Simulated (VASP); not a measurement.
# Zn2Cu3Si2Se8 (a cell with a defect) in VASP: further runs, part 2 of 2

VASP 6.6.1. Earlier steps stand in the parts before.

### 3 Single point, PBEsol

The input, INCAR:

```
ALGO = Normal ; EDIFF = 1E-6
ENCUT = 520 ; GGA = PS
ISIF = 2 ; ISMEAR = -1
LASPH = T ; LCHARG = F
LREAL = Auto ; LWAVE = F
NBANDS = 70 ; NELECT = 114.0
NELM = 100 ; PREC = Accurate
SIGMA = 0.05
```

The input, KPOINTS:

```
k-points
0
Gamma
  2 2 1
```

The input, POSCAR:

```
Zn2Cu3Si2Se8
1.0
    5.7316980000      0.0000000000      0.0000000000
    0.0000000000      5.7316980000      0.0000000000
    0.0000000000      0.0000000000     11.3322100000
Zn Si Cu Se
2 2 3 8
Direct
   -0.0145506620      0.4793518430      0.2529780158
    0.4622364961     -0.0532826398      0.7382231709
   -0.0240591880     -0.0519217865      0.4961256454
    0.5176476500      0.4706109778      0.0107569486
   -0.0449779455      0.0322766482     -0.0219374685
    0.4236091992     -0.0372141030      0.2490952780
    0.4303785719      0.4474066847      0.4979875947
    0.2832842903      0.2680706485      0.8676507054
    0.2058726751      0.1736309205      0.3834556543
    0.7019909283      0.1870649849      0.6003506818
    0.6875972879      0.1971318098      0.1431053607
    0.7114122203      0.7626884738      0.3759990328
    0.7331684258      0.7016419916      0.8845935612
    0.2332118685      0.7015722043      0.1107286222
    0.2105833210      0.7008568839      0.6191907845
```

Potentials or basis: VASP PAW PBE potentials, release 64 (Zn, Si, Cu, Se).

On the command line:

```console
cat potpaw_PBE.64/Zn/POTCAR potpaw_PBE.64/Si/POTCAR potpaw_PBE.64/Cu/POTCAR potpaw_PBE.64/Se/POTCAR > POTCAR
mpirun -np 1 vasp_std > vasp.out
```

OUTCAR:

```text
EDIFF = 1E-6
   ENCUT = 520
   GGA = PS
   ISIF = 2
   ISMEAR = -1
   LASPH = T
   LREAL = Auto
   NELECT = 114.0
   NELM = 100
   PREC = Accurate

 ion  position               nearest neighbor table
   1  0.985  0.479  0.253-  14 2.50   9 2.62  12 2.65  11 2.66
   2  0.462  0.947  0.738-  15 2.43  10 2.50   8 2.57  13 2.67
   3  0.976  0.948  0.496-   9 2.24  12 2.30  10 2.40  15 2.40
   4  0.518  0.471  0.011-  13 2.31  11 2.38  14 2.39   8 2.40
   5  0.955  0.032  0.978-  13 2.52  11 2.60   8 2.63
   6  0.424  0.963  0.249-   9 2.31  11 2.35  14 2.43  12 2.47
   7  0.430  0.447  0.498-  15 2.36   9 2.41  10 2.45  12 2.79
   8  0.283  0.268  0.868-   4 2.40   2 2.57   5 2.63
   9  0.206  0.174  0.383-   3 2.24   6 2.31   7 2.41   1 2.62
  10  0.702  0.187  0.600-   3 2.40   7 2.45   2 2.50
  11  0.688  0.197  0.143-   6 2.35   4 2.38   5 2.60   1 2.66
  12  0.711  0.763  0.376-   3 2.30   6 2.47   1 2.65   7 2.79
[... 490 lines left out ...]

  FORCE on cell =-STRESS in cart. coord.  units (eV):
  Direction    XX          YY          ZZ          XY          YZ          ZX
  --------------------------------------------------------------------------------------
  -------------------------------------------------------------------------------------
  Total       -2.7680403     -3.4690175     -3.1145611      1.8974808      0.9467976      0.2294892
  in kB      -11.9124689    -14.9291766    -13.4037472      8.1659508      4.0746145      0.9876238
  external PRESSURE =     -13.4151309 kB  Pullay stress =       0.0000000 kB

 VOLUME and BASIS-vectors are now :
 -----------------------------------------------------------------------------
  energy-cutoff  :      520.00
  volume of cell :      372.29
      direct lattice vectors                 reciprocal lattice vectors
     5.731698000  0.000000000  0.000000000     0.174468369  0.000000000  0.000000000
     0.000000000  5.731698000  0.000000000     0.000000000  0.174468369  0.000000000
     0.000000000  0.000000000 11.332210000     0.000000000  0.000000000  0.088244041

 POSITION                                       TOTAL-FORCE (eV/Angst)
 -----------------------------------------------------------------------------------
      5.64830      2.74750      2.86680        -0.487293     -0.130638      0.126759
      2.64940      5.42630      8.36570         0.398942      0.307835      0.468994
      5.59380      5.43410      5.62220        -1.035406     -0.021896      1.133429
      2.96700      2.69740      0.12190        -0.776060     -0.435922     -0.568978
      5.47390      0.18500     11.08361         0.115123     -0.093799     -0.031287
      2.42800      5.51840      2.82280         0.023087     -0.498430     -0.217908
      2.46680      2.56440      5.64330         0.309072      0.085811     -0.011308
      1.62370      1.53650      9.83240        -0.481406     -0.380102      0.702948
      1.18000      0.99520      4.34540         0.070651      1.332012     -0.664628
      4.02360      1.07220      6.80330         0.953848     -0.268426      0.223331
      3.94110      1.12990      1.62170         1.008636      1.110957     -0.918774
      4.07760      4.37150      4.26090         0.651707     -1.454265     -0.423984
      4.20230      4.02160     10.02440         0.169276      0.374231      0.205420
      1.33670      4.02120      1.25480         0.028692     -0.107430      0.277946
      1.20700      4.01710      7.01680        -0.948868      0.180063     -0.301960
 -----------------------------------------------------------------------------------
    total drift:                                0.000961     -0.005831      0.007868

  FREE ENERGIE OF THE ION-ELECTRON SYSTEM (eV)
  ---------------------------------------------------
  free  energy   TOTEN  =       -59.1975771285 eV

  energy  without entropy=      -59.1965293061  energy(sigma->0) =      -59.19705322
```

Wall time 5.6 min (1 thread of Intel Xeon 8259CL, shared host); peak memory 0.48 GiB.

Results:

```
Free energy   : -59.1976 eV
Largest force : 1.759 eV/Å
```

Forces on the atoms (eV/Å):
```
Zn  -0.487 -0.131  0.127
Zn   0.399  0.308  0.469
Si  -1.035 -0.022  1.133
Si  -0.776 -0.436 -0.569
Cu   0.115 -0.094 -0.031
Cu   0.023 -0.498 -0.218
Cu   0.309  0.086 -0.011
Se  -0.481 -0.380  0.703
Se   0.071  1.332 -0.665
Se   0.954 -0.268  0.223
Se   1.009  1.111 -0.919
Se   0.652 -1.454 -0.424
Se   0.169  0.374  0.205
Se   0.029 -0.107  0.278
Se  -0.949  0.180 -0.302
```

Levels at points of the mesh, in eV from the Fermi level:
```csv
k point,band 55,band 56,band 57,band 58,band 59,band 60
"(0.00, 0.00, 0.00)",-0.64,-0.49,-0.30,0.29,1.40,1.50
"(0.50, 0.00, 0.00)",-0.99,-0.54,-0.46,1.61,1.80,2.02
"(0.00, 0.50, 0.00)",-0.92,-0.60,-0.50,1.59,1.70,2.16
"(0.50, 0.50, 0.00)",-0.68,-0.50,-0.48,0.82,1.04,1.34
```

Caveat: the k points lie up to 0.55 Å⁻¹ apart; the cell carries a net charge on a neutralising background, which shifts energy and pressure; the cell is charged against a uniform background, so pressure and absolute levels hang on convention; the atoms stand as in a frame of molecular dynamics; the PAW data sets were made with another functional, which shifts forces and pressure a little.

### 4 Single point, PBEsol

The input, INCAR:

```
SYSTEM = Zn2Cu3Si2Se8
PREC     = Accurate       ! precision mode
ENCUT    = 520            ! plane-wave cutoff, eV
EDIFF    = 1E-7           ! SCF threshold, eV
ISMEAR   = -1             ! smearing method
SIGMA    = 0.05           ! smearing width, eV
LREAL    = Auto         
LASPH    = .True.         ! aspherical terms in the spheres
NELM     = 80             ! most SCF steps
ALGO     = Normal         ! electronic algorithm
ISIF     = 2              ! what is computed and relaxed
LWAVE    = .False.        ! write WAVECAR
LCHARG   = .False.        ! write CHGCAR
GGA      = PS             ! functional
NBANDS   = 70             ! bands
NELECT   = 114.0
```

The input, KPOINTS:

```
regular mesh
0
Gamma
  2 2 1
  0 0 0
```

The input, POSCAR:

```
Zn2Cu3Si2Se8
1.0
    5.7316980000      0.0000000000      0.0000000000
    0.0000000000      5.7316980000      0.0000000000
    0.0000000000      0.0000000000     11.3322100000
Zn Si Cu Se
2 2 3 8
Direct
   -0.0752831011      0.4428181666      0.2473392216
    0.4249526057     -0.0155974722      0.7472064143
    0.0000348937     -0.0125093820      0.4994524457
    0.4630913911      0.4759671567     -0.0013854314
    0.0154753443     -0.0777082114      0.0003706250
    0.5313608637      0.0021459609      0.2483805012
    0.4448071060      0.4373224130      0.5105094240
    0.2110892793      0.2545144563      0.8722393955
    0.2198650382      0.2178412052      0.3646773224
    0.7502663260      0.1981960669      0.6108517227
    0.6682836395      0.1902926498      0.1008452897
    0.7509990931      0.7590769786      0.3868618743
    0.6546925536      0.7164369093      0.8756632643
    0.2387774094      0.6882253741      0.1408727865
    0.2181552482      0.7161228662      0.6059630028
```

On the command line:

```console
cat potpaw_PBE.64/Zn/POTCAR potpaw_PBE.64/Si/POTCAR potpaw_PBE.64/Cu/POTCAR potpaw_PBE.64/Se/POTCAR > POTCAR
mpirun -np 1 vasp_std > vasp.out
```

Run time: 5.7 min. Hardware: 1 thread of Intel Xeon 8259CL, shared host; peak memory 0.48 GiB.

It converged, with:

* Free energy: -59.1343 eV
* Largest force: 2.566 eV/Å

Forces on the atoms (eV/Å):
```
Zn   0.059  0.225 -0.104
Zn   0.166 -0.174 -0.250
Si   0.150 -0.549 -0.539
Si  -1.112 -0.238 -0.216
Cu  -0.069  0.225 -0.172
Cu  -0.956 -0.970  1.652
Cu   0.426 -0.166 -0.363
Se  -0.247 -0.090  0.583
Se  -0.090 -0.260  0.436
Se  -0.353  0.416  0.496
Se   1.968  1.365 -0.920
Se  -0.443 -0.634 -0.827
Se   1.075 -0.053  0.382
Se  -0.222 -0.016 -0.686
Se  -0.354  0.918  0.528
```

Levels at points of the mesh, in eV from the Fermi level:
| k point | band 53 | band 54 | band 55 | band 56 | band 57 | band 58 | band 59 | band 60 | band 61 | band 62 |
| --- | --- | --- | --- | --- | --- | --- | --- | --- | --- | --- |
| (0.00, 0.00, 0.00) | -1.05 | -0.94 | -0.55 | -0.52 | -0.40 | 0.37 | 1.34 | 1.64 | 1.73 | 1.94 |
| (0.50, 0.00, 0.00) | -1.13 | -1.06 | -0.98 | -0.64 | -0.47 | 1.63 | 1.94 | 2.23 | 2.38 | 2.62 |
| (0.00, 0.50, 0.00) | -1.10 | -1.04 | -0.94 | -0.62 | -0.57 | 1.70 | 1.89 | 1.95 | 2.33 | 2.59 |
| (0.50, 0.50, 0.00) | -0.93 | -0.75 | -0.67 | -0.48 | -0.46 | 0.95 | 1.19 | 1.44 | 1.72 | 2.06 |

Caveat: the k points lie up to 0.55 Å⁻¹ apart; the cell carries a net charge on a neutralising background, which shifts energy and pressure; the cell is charged against a uniform background, so pressure and absolute levels hang on convention; the atoms stand as in a frame of molecular dynamics; the PAW data sets were made with another functional, which shifts forces and pressure a little.

### 5 Single point, PBEsol

The input, INCAR:

```
SYSTEM = Zn2Cu3Si2Se8
PREC = Accurate
ENCUT = 520
EDIFF = 1E-7
ISMEAR = -1
SIGMA = 0.05
LREAL = Auto
LASPH = .TRUE.
NELM = 100
ALGO = Normal
ISIF = 2
LWAVE = .FALSE.
LCHARG = .FALSE.
GGA = PS
NELECT = 114.0
NBANDS = 70
```

The input, KPOINTS:

```
regular mesh
0
G
  2 2 1
  0 0 0
```

The input, POSCAR:

```
Zn2Cu3Si2Se8
1.0
    5.7316980000      0.0000000000      0.0000000000
    0.0000000000      5.7316980000      0.0000000000
    0.0000000000      0.0000000000     11.3322100000
Zn Si Cu Se
2 2 3 8
Direct
   -0.0068566069      0.4785667354      0.1990079605
    0.5046148628     -0.0660013839      0.7501272920
   -0.0623724418     -0.0329221812      0.5035381448
    0.4777292872      0.4627424543     -0.0153897607
   -0.1100372001     -0.0044314966     -0.0274262478
    0.4560952095      0.0064029891      0.3248086649
    0.4274475033      0.4576654248      0.5063354809
    0.2332991026      0.2006037303      0.8875056145
    0.1681177201      0.2450582707      0.3966216651
    0.7309003370      0.2018424558      0.6235147425
    0.7132964786      0.2357765535      0.1330367157
    0.7414033328      0.7374777945      0.3583590491
    0.7492718563      0.6375074193      0.8560377896
    0.2437323111      0.7054454020      0.0920120612
    0.2020169241      0.7223164933      0.6162434335
```

On the command line:

```console
cat potpaw_PBE.64/Zn/POTCAR potpaw_PBE.64/Si/POTCAR potpaw_PBE.64/Cu/POTCAR potpaw_PBE.64/Se/POTCAR > POTCAR
mpirun -np 1 vasp_std > vasp.out
```

Wall time 5.3 min (1 thread of Intel Xeon 8259CL, shared host); peak memory 0.48 GiB.

Results (log left out):

- Free energy: -58.8319 eV
- Largest force: 2.214 eV/Å

Forces on the atoms (eV/Å):
```
Zn   0.390  0.190  1.120
Zn  -0.586  0.130  0.050
Si   1.063 -0.576 -0.389
Si   0.063 -0.882  0.245
Cu   0.203 -0.237  0.203
Cu   0.050  0.185 -0.191
Cu   0.684  0.103  0.263
Se   0.806 -0.013 -0.374
Se  -0.407 -0.532 -0.957
Se  -0.405  0.218  0.040
Se  -1.534 -0.854 -1.350
Se   0.151 -0.107  0.724
Se  -0.583  0.754  0.560
Se   0.574  0.861 -0.092
Se  -0.468  0.760  0.147
```

Levels at points of the mesh, in eV from the Fermi level:
```
           k point  band 54  band 55  band 56  band 57  band 58  band 59  band 60  band 61
(0.00, 0.00, 0.00)    -1.00    -0.81    -0.62    -0.47     0.35     1.22     1.51     1.76
(0.50, 0.00, 0.00)    -1.07    -0.84    -0.76    -0.44     1.37     1.71     2.18     2.30
(0.00, 0.50, 0.00)    -1.11    -1.00    -0.65    -0.57     1.74     1.84     2.08     2.45
(0.50, 0.50, 0.00)    -0.84    -0.76    -0.62    -0.37     0.90     0.97     1.62     1.75
```

Caveat: the k points lie up to 0.55 Å⁻¹ apart; the cell carries a net charge on a neutralising background, which shifts energy and pressure; the cell is charged against a uniform background, so pressure and absolute levels hang on convention; the atoms stand as in a frame of molecular dynamics; the PAW data sets were made with another functional, which shifts forces and pressure a little.
